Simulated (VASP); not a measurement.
A run of VASP 6.6.1 is set up as follows.

File INCAR:

```
SYSTEM = Mg2B3
ALGO     = Normal         ! electronic algorithm
EDIFF    = 1E-6           ! SCF threshold, eV
EDIFFG   = -0.01          ! ionic threshold
ENCUT    = 600            ! plane-wave cutoff, eV
GGA      = PE             ! functional
IBRION   = 2              ! ionic algorithm
ISIF     = 3              ! what is computed and relaxed
ISMEAR   = 0              ! smearing method
LASPH    = .TRUE.         ! aspherical terms in the spheres
LCHARG   = .FALSE.        ! write CHGCAR
LREAL    = .FALSE.        ! projectors in reciprocal space
LWAVE    = .FALSE.        ! write WAVECAR
NELM     = 100            ! most SCF steps
NSW      = 100            ! ionic steps
PREC     = Accurate       ! precision mode
SIGMA    = 0.1            ! smearing width, eV
```

File KPOINTS:

```
k-points
0
G
  12 12 8
  0 0 0
```

Contents of POSCAR:

```
Mg2B3
1.0
    3.8877055478      0.0000000000      0.0000000000
   -1.9438527739      3.3668517668      0.0000000000
    0.0000000000      0.0000000000      4.6696395725
Mg B
2 3
Direct
    0.6666666667      0.3333333333      0.5000000000
    0.3333333333      0.6666666667      0.0000000000
    0.0000000000      0.0000000000      0.6739209166
    0.0000000000      0.0000000000      0.3260790834
    0.6666666667      0.3333333333      0.0000000000
```

Potentials or basis: VASP PAW PBE potentials, release 64 (Mg, B).

Run with:

```console
$ cat potpaw_PBE.64/Mg/POTCAR potpaw_PBE.64/B/POTCAR > POTCAR
$ mpirun -np 1 vasp_std > vasp.out
```

(1) Estimate the relaxed cell.

(2) Estimate the space group after relaxing (to 0.05 Å).

Results:

(1) a = 3.893 Å, b = 3.893 Å, c = 4.659 Å, α = 90.00°, β = 90.00°, γ = 120.00°.

(2) P-6m2 (No. 187).
